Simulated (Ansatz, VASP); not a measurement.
## SnTe: VASP beside Ansatz

```xyz
2
Lattice="3.9047 0.0000 0.0000 0.0000 3.9047 0.0000 0.0000 0.0000 3.9047" Properties=species:S:1:pos:R:3 pbc="T T T"
Te    1.9524    1.9524    1.9524
Sn    0.0000    0.0000    0.0000
```

Alike in both runs: functional PBEsol; k mesh 7 × 7 × 7; occupations fermi-dirac, width 0.05 eV; no spin polarisation.

|  | VASP | Ansatz |
| --- | --- | --- |
| version | VASP 6.6.1 | Ansatz 0.2.0 |
| potentials or method | VASP PAW PBE potentials, release 64 (Te, Sn_d) | Ansatz PAW |
| plane-wave cutoff (eV) | 520 | 420 |
| valence electrons in the cell | 20 | 30 |
| task | single point | band structure |

|  | VASP | Ansatz | Ansatz less VASP |
| --- | --- | --- | --- |
| gap on the k mesh at the Fermi level (eV) | none | none | - |
| pressure (GPa) | -3.8 | -3.8 | +0.03 |

VASP's potentials were made for PBE, not for PBEsol. A gap of «none» marks a metal or a gap that the smearing closes. VASP's potentials hold 20 valence electrons a cell and Ansatz's 30, so a difference there can come from the potentials and not from the codes.

Spin-orbit coupling is off throughout.
